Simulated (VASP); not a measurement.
# BN (P1) in VASP: single point with PBE+D3(BJ)

Aim: the single point of BN with PBE+D3(BJ).

All numbers are computed with VASP 6.6.1; they aren't measurements. Logs are shortened: lines on timing, memory, paths and dates and some standing lists are left out, and cuts for length are marked.

### Step 1. The cell of the first run

The typed cell holds 16 atoms: a = 5.037 Å, b = 5.037 Å, c = 6.712 Å, α = 90.00°, β = 90.00°, γ = 120.00°.

### Step 2. Single point, PBE+D3(BJ) (dynamics (nvt nose hoover) at 450 K, volume x 1.01, from the last frame before)

INCAR reads:

```
  PREC = Accurate
  ENCUT = 520
  EDIFF = 1E-6
  ISMEAR = -1
  SIGMA = 0.0388
  LREAL = Auto
  LASPH = T
  NELM = 100
  ALGO = Normal
  ISIF = 2
  LWAVE = F
  LCHARG = F
  GGA = PE
  IVDW = 12
  NBANDS = 46
```

KPOINTS reads:

```
Automatic mesh
0
Gamma
  3 3 2
  0 0 0.5
```

POSCAR reads:

```
BN
1.0
    2.5183372967     -4.3618881484      0.0000000000
   -5.0366745933      0.0000000000      0.0000000000
    0.0000000000      0.0000000000     -6.7122260769
B N
8 8
Direct
    0.4442828275      0.4167402472      0.5073847277
   -0.0542817679      0.4142892618      0.5117945910
    0.4466643650     -0.0808220708      0.5013975932
   -0.0540094088     -0.0807085907      0.5092046902
    0.2223112943      0.4145153286      0.0003536830
    0.7199749038      0.4159688330     -0.0152046428
    0.2176293769      0.9097207080     -0.0106997290
    0.7188861551      0.9070786154     -0.0068452700
    0.5559727617      0.5869068742      0.0081849150
    0.0552632236      0.5804108213      0.0029565452
    0.5581099096      0.0779228425     -0.0146878247
    0.0503935435      0.0790604858     -0.0034166012
    0.2750788097      0.0910811722      0.5026615554
    0.7813327357      0.0851659883      0.4997634111
    0.2836973251      0.5857721201      0.4880619280
    0.7775045771      0.5931194719      0.5184935609
```

Potentials or basis: VASP PAW PBE potentials, release 64 (B, N).

The run is started by

```sh
$ cat potpaw_PBE.64/B/POTCAR potpaw_PBE.64/N/POTCAR > POTCAR
$ mpirun -np 1 vasp_std > vasp.out
```

OUTCAR:

```text
PREC = Accurate
   ENCUT = 520
   EDIFF = 1E-6
   ISMEAR = -1
   LREAL = Auto
   LASPH = T
   NELM = 100
   ISIF = 2
   GGA = PE
   IVDW = 12
 IVDW          = 12

 ion  position               nearest neighbor table
   1  0.444  0.417  0.507-  13 1.42  15 1.44  16 1.46
   2  0.946  0.414  0.512-  14 1.44  15 1.48  16 1.51
   3  0.447  0.919  0.501-  15 1.46  14 1.46  13 1.50
   4  0.946  0.919  0.509-  16 1.42  13 1.44  14 1.44
   5  0.222  0.415  0.000-  10 1.45   9 1.46  12 1.46
   6  0.720  0.416  0.985-  10 1.47   9 1.47  11 1.47
[... 8 lines left out ...]
  15  0.284  0.586  0.488-   1 1.44   3 1.46   2 1.48
  16  0.778  0.593  0.518-   4 1.42   1 1.46   2 1.51

  LATTYP: Found a hexagonal cell.
 ALAT       =     5.0366745933
 C/A-ratio  =     1.3326701879

  Lattice vectors:

 A1 = (   2.5183372967,  -4.3618881484,   0.0000000000)
 A2 = (  -5.0366745933,   0.0000000000,   0.0000000000)
 A3 = (   0.0000000000,   0.0000000000,  -6.7122260769)

Analysis of symmetry for initial positions (statically):
=====================================================================
 Subroutine PRICEL returns:
 Original cell was already a primitive cell.

 Routine SETGRP: Setting up the symmetry group for a
 hexagonal supercell.

 Subroutine GETGRP returns: Found  1 space group operations
 (whereof  1 operations were pure point group operations)
 out of a pool of 24 trial point group operations.

The static configuration has the point symmetry C_1 .

Analysis of symmetry for dynamics (positions and initial velocities):
=====================================================================
 Subroutine PRICEL returns:
 Original cell was already a primitive cell.

 Routine SETGRP: Setting up the symmetry group for a
 hexagonal supercell.

 Subroutine GETGRP returns: Found  1 space group operations
 (whereof  1 operations were pure point group operations)
 out of a pool of 24 trial point group operations.

The dynamic configuration has the point symmetry C_1 .

 Subroutine INISYM returns: Found  1 space group operations
 (whereof  1 operations are pure point group operations),
 and found     1 'primitive' translations

----------------------------------------------------------------------------------------

                                     Primitive cell

  volume of cell :     147.4637

  direct lattice vectors                    reciprocal lattice vectors
     2.518337297 -4.361888148  0.000000000     0.000000000 -0.229258515  0.000000000
    -5.036674593  0.000000000  0.000000000    -0.198543698 -0.114629258  0.000000000
     0.000000000  0.000000000 -6.712226077     0.000000000  0.000000000 -0.148981871

  length of vectors
     5.036674593  5.036674593  6.712226077     0.229258515  0.229258515  0.148981871

  position of ions in fractional coordinates (direct lattice)
     0.444282827  0.416740247  0.507384728
     0.945718232  0.414289262  0.511794591
     0.446664365  0.919177929  0.501397593
     0.945990591  0.919291409  0.509204690
     0.222311294  0.414515329  0.000353683
     0.719974904  0.415968833  0.984795357
[... 8 lines left out ...]
     0.283697325  0.585772120  0.488061928
     0.777504577  0.593119472  0.518493561

  ion indices of the primitive-cell ions
   primitive index   ion index
                 1           1
                 2           2
                 3           3
                 4           4
                 5           5
                 6           6
[... 8 lines left out ...]
                15          15
                16          16

----------------------------------------------------------------------------------------

 KPOINTS: Automatic mesh

Automatic generation of k-mesh.
 Grid dimensions read from file:
 generate k-points for:    3    3    2

 Generating k-lattice:

  Cartesian coordinates                     Fractional coordinates (reciprocal lattice)
     0.000000000 -0.076419505  0.000000000     0.333333333  0.000000000  0.000000000
    -0.066181233 -0.038209753  0.000000000     0.000000000  0.333333333  0.000000000
     0.000000000  0.000000000 -0.074490936     0.000000000  0.000000000  0.500000000

  Length of vectors
     0.076419505  0.076419505  0.074490936

  Shift w.r.t. Gamma in fractional coordinates (k-lattice)
     0.000000000  0.000000000  0.500000000

 Subroutine IBZKPT returns following result:
 ===========================================

 Found      9 irreducible k-points:

 Following reciprocal coordinates:
            Coordinates               Weight
  0.000000  0.000000  0.250000      2.000000
  0.333333  0.000000  0.250000      2.000000
 -0.000000  0.333333  0.250000      2.000000
 -0.333333  0.333333  0.250000      2.000000
 -0.333333  0.000000  0.250000      2.000000
  0.000000 -0.333333  0.250000      2.000000
  0.333333 -0.333333  0.250000      2.000000
  0.333333  0.333333  0.250000      2.000000
 -0.333333 -0.333333  0.250000      2.000000
   k-points           NKPTS =      9   k-points in BZ     NKDIM =      9   number of bands    NBANDS=     46
   number of dos      NEDOS =    301   number of ions     NIONS =     16
   total plane-waves  NPLWV =  80000
   dimension x,y,z NGX =    40 NGY =   40 NGZ =   50
   dimension x,y,z NGXF=    80 NGYF=   80 NGZF=  100
   ions per type =               8   8
   NGX,Y,Z   is equivalent  to a cutoff of  13.20, 13.20, 12.38 a.u.
   NGXF,Y,Z  is equivalent  to a cutoff of  26.41, 26.41, 24.77 a.u.
 SYSTEM =  unknown system
   PREC   = accura    normal or accurate (medium, high low for compatibility)
   ISTART =      0    job   : 0-new  1-cont  2-samecut
   ICHARG =      2    charge: 1-file 2-atom 10-const
   ISPIN  =      1    spin polarized calculation?
   LNONCOLLINEAR =      F non collinear calculations
   LSORBIT =      F    spin-orbit coupling
   LASPH  =      T    aspherical Exc in radial PAW
   ENCUT  =  520.0 eV  38.22 Ry    6.18 a.u.   9.36  9.36 12.48*2*pi/ulx,y,z
   NELM   =    100;   NELMIN=  2; NELMDL= -5     # of ELM steps
   EDIFF  = 0.1E-05   stopping-criterion for ELM
   LREAL  =      T    real-space projection
   EDIFFG = 0.1E-04   stopping-criterion for IOM
   NSW    =      0    number of steps for IOM
   IBRION =     -1    ionic relax: 0-MD 1-quasi-New 2-CG
   NFREE  =      0    steps in history (QN), initial steepest desc. (CG)
   ISIF   =      2    stress and relaxation
   ISYM   =      2    0-nonsym 1-usesym 2-fastsym
   POTIM  = 0.5000    time-step for ionic-motion
   TEBEG  =    0.0;   TEEND  =   0.0 temperature during run
   PSTRESS=    0.0 pullay stress
   NELECT =      64.0000    total number of electrons
   NUPDOWN=      -1.0000    fix difference up-down
   EMIN   =  10.00;   EMAX   =-10.00  energy-range for DOS
   EFERMI =   0.00;   METHOD = LEGACY
   ISMEAR =    -1;   SIGMA  =   0.04  broadening in eV -4-tet -1-fermi 0-gaus
   EFERMI_NEDOS =   21; number of points for ismear=-14 and -15
   IALGO  =     38    algorithm
   IMIX   =      4    mixing-type and parameters
     AMIX     =   0.40;   BMIX     =  1.00
     AMIX_MAG =   1.60;   BMIX_MAG =  1.00
  volume/ion in A,a.u.               =       9.22        62.20
  Fermi-wavevector in a.u.,A,eV,Ry     =   1.239481  2.342279 20.902805  1.536313
  Thomas-Fermi vector in A             =   2.373962
   LORBIT       =      0    0 simple, 1 ext, 2 COOP (PROOUT), +10 PAW based schemes
   GGA     = PE    functional components
   LHFCALC =     F    Hartree Fock is set to
   AEXX    =    0.0000 exact exchange contribution
   IVDW    =    12    specifies the selected vdW correction
   LEPSILON=     F    determine dielectric tensor
   LRPA    =     F    only Hartree local field effects (RPA)
 non-spin polarized calculation
  energy-cutoff  :      520.00
  volume of cell :      147.46
 maximum number of plane-waves:      4003
 NGX is ok and might be reduce to    40
   NGX = 19   NGY = 19   NGZ = 25

 number of electron      64.0000000 magnetization

 Free energy of the ion-electron system (eV)
  ---------------------------------------------------
  ext. energy  EPLUGINS =         0.00000000
  ---------------------------------------------------
  free energy    TOTEN  =      -140.12584059 eV

  energy without entropy =     -140.12584059  energy(sigma->0) =     -140.12584059

 E-fermi :   3.1156     XC(G=0):  -9.9769

 val. band max:        2.2095449848   @ k =  -0.3333  -0.3333   0.2500
 cond. band min:       5.9718125299   @ k =   0.0000   0.0000   0.2500
 fundamental gap:      3.7622675451
 Fermi energy:         3.1155967314

 k-point     1 :       0.0000    0.0000    0.2500
  band No.  band energies     occupation
      1     -15.5369      2.00000
      2     -15.3394      2.00000
      3     -12.5602      2.00000
      4     -12.4798      2.00000
      5     -12.4442      2.00000
      6     -12.3465      2.00000
[... 36 lines left out ...]
     43      11.6775      0.00000
     44      11.7883      0.00000

 k-point     2 :       0.3333    0.0000    0.2500
  band No.  band energies     occupation
      1     -15.0112      2.00000
      2     -14.8269      2.00000
      3     -13.6001      2.00000
      4     -13.4637      2.00000
      5     -12.5390      2.00000
      6     -12.4959      2.00000
[... 36 lines left out ...]
     43      12.5924      0.00000
     44      12.8358      0.00000

 k-point     3 :      -0.0000    0.3333    0.2500
  band No.  band energies     occupation
      1     -15.0184      2.00000
      2     -14.8346      2.00000
      3     -13.5968      2.00000
      4     -13.4476      2.00000
      5     -12.6081      2.00000
      6     -12.5331      2.00000
[... 271 lines left out ...]
     43      11.5433      0.00000
     44      13.6196      0.00000

 k-point     9 :      -0.3333   -0.3333    0.2500
  band No.  band energies     occupation
      1     -14.1707      2.00000
      2     -14.0918      2.00000
      3     -13.9501      2.00000
      4     -13.9364      2.00000
      5     -13.7817      2.00000
      6     -13.7070      2.00000
[... 36 lines left out ...]
     43      11.5341      0.00000
     44      13.6351      0.00000
 [bands above 44 left out]

------------------------ aborting loop because EDIFF is reached ----------------------------------------

 Edisp (eV)   -2.20543

 E8    (eV) :    -0.6455

  FORCE on cell =-STRESS in cart. coord.  units (eV):
  Direction    XX          YY          ZZ          XY          YZ          ZX
  --------------------------------------------------------------------------------------
  -------------------------------------------------------------------------------------
  Total      -4.20113    -4.88523    -0.51894     1.21222     0.06472    -0.47351
  in kB     -45.64488   -53.07749    -5.63823    13.17059     0.70323    -5.14458
  external pressure =      -34.79 kB  Pullay stress =        0.00 kB

 VOLUME and BASIS-vectors are now :
 -----------------------------------------------------------------------------
  energy-cutoff  :      520.00
  volume of cell :      147.46
      direct lattice vectors                 reciprocal lattice vectors
     2.518337297 -4.361888148  0.000000000     0.000000000 -0.229258515  0.000000000
    -5.036674593  0.000000000  0.000000000    -0.198543698 -0.114629258  0.000000000
     0.000000000  0.000000000 -6.712226077     0.000000000  0.000000000 -0.148981871

 POSITION                                       TOTAL-FORCE (eV/Angst)
 -----------------------------------------------------------------------------------
     -0.98013     -1.93791     -3.40568        -0.955099     -0.636142      0.437120
      0.29500     -4.12512     -3.43528        -1.551617     -0.352489      0.959575
     -3.50475     -1.94830     -3.36549        -0.486506      0.311147      0.303422
     -2.24785     -4.12631     -3.41790        -0.443279      0.076593      0.345024
     -1.52792     -0.96970     -0.00237         0.090319      0.430152     -0.165008
     -0.28196     -3.14045     -6.61017         0.718022     -0.151499     -1.332012
[... 8 lines left out ...]
     -2.23590     -1.23746     -3.27598        -0.764954      1.188933     -1.108411
     -1.02933     -3.39139     -3.48025         2.619077     -0.426801      0.018099
 -----------------------------------------------------------------------------------
    total drift:                               -0.002932     -0.001283      0.001883

  FREE ENERGIE OF THE ION-ELECTRON SYSTEM (eV)
  ---------------------------------------------------
  free  energy   TOTEN  =      -142.3312658042 eV

  energy  without entropy=     -142.3312658042  energy(sigma->0) =     -142.33126580
```

It took 69 s on 1 thread of Intel Xeon 6975P-C (Granite Rapids), shared host; peak memory 0.26 GiB.

What came out:

| Property | Result |
| --- | --- |
| Free energy | -142.3313 eV |
| Pressure | -3.5 GPa |
| Largest force | 2.654 eV/Å |
| Band gap on the k mesh | 3.76 eV |
| Dispersion energy per atom | -0.138 eV |

Forces in eV/Å, atoms in the order of the input:
```
B   -0.955 -0.636  0.437
B   -1.552 -0.352  0.960
B   -0.487  0.311  0.303
B   -0.443  0.077  0.345
B    0.090  0.430 -0.165
B    0.718 -0.151 -1.332
B   -0.606 -0.934 -0.599
B   -1.819 -0.767 -0.298
N    2.308  0.845  0.864
N    0.023  0.600  0.833
N   -1.195  1.119  0.216
N    0.437 -1.052  0.350
N    2.239 -0.991 -0.308
N   -0.612  0.740 -0.518
N   -0.765  1.189 -1.108
N    2.619 -0.427  0.018
```

Levels at points of the mesh, in eV from the valence-band top:
```
           k point  band 30  band 31  band 32  band 33  band 34  band 35
(0.00, 0.00, 0.25)    -0.91    -0.84    -0.48     3.76     4.51     4.61
```

Caveat: the k points lie up to 0.48 Å⁻¹ apart; forces of over 1 eV/Å act on the atoms, so gaps and moduli don't describe the material at rest. A k mesh can miss the band edges.
